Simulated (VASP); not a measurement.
# C: single point with PBE+D3(BJ)

C, a slab with vacuum:

```
CELL_PARAMETERS angstrom
2.46554 0.00000 0.00000
-1.23277 2.13415 0.00000
0.00000 0.00000 30.59797
ATOMIC_POSITIONS crystal
C 0.08331 0.16662 0.27780
C 0.41669 0.83338 0.27780
C 0.58331 0.16662 0.38890
C 0.91669 0.83338 0.38890
C 0.08331 0.16662 0.50000
C 0.41669 0.83338 0.50000
C 0.58331 0.16662 0.61110
C 0.91669 0.83338 0.61110
C 0.08331 0.16662 0.72220
C 0.41669 0.83338 0.72220
```

| Item | Value |
| --- | --- |
| Program | VASP 6.6.1 |
| Task | single point |
| Functional | PBE |
| Dispersion | D3(BJ) |
| Potentials or basis | VASP PAW PBE potentials, release 64 (C) |
| Cutoff | 520 eV |
| k mesh | 12 × 12 × 1 |
| Occupations | gaussian, width 0.1 eV |
| Spin | no spin polarisation |
| Dipole correction | yes |
| Further INCAR settings | ALGO = Normal; EDIFF = 1e-06; NBANDS = 31 |

| Quantity | Value |
| --- | --- |
| Band gap on the k mesh | zero (filled and empty bands touch) |
| Dispersion energy per atom | -0.140 eV |

Forces on the atoms (eV/Å):
```
C    0.000  0.002  0.001
C    0.000 -0.002  0.001
C    0.000  0.001  0.000
C    0.000 -0.001  0.000
C    0.000  0.001  0.000
C    0.000 -0.001  0.000
C    0.000  0.001  0.000
C    0.000 -0.001  0.000
C    0.000  0.002 -0.001
C    0.000 -0.002 -0.001
```

Levels at points of the mesh, in eV from the Fermi level:
| k point | band 17 | band 18 | band 19 | band 20 | band 21 | band 22 | band 23 | band 24 |
| --- | --- | --- | --- | --- | --- | --- | --- | --- |
| (0.00, 0.00, 0.00) | -3.01 | -3.01 | -3.00 | -3.00 | 3.54 | 3.61 | 4.47 | 4.88 |
| (0.50, 0.00, 0.00) | -2.43 | -2.38 | -2.38 | -2.36 | 1.66 | 1.70 | 1.72 | 1.80 |
| (0.00, 0.50, 0.00) | -2.68 | -2.36 | -2.02 | -1.75 | 1.08 | 1.32 | 1.67 | 2.04 |

It took 2.6 min on 1 thread of Intel(R) Xeon(R) 6975P-C (Granite Rapids) (shared host), peak memory 0.35 GiB.
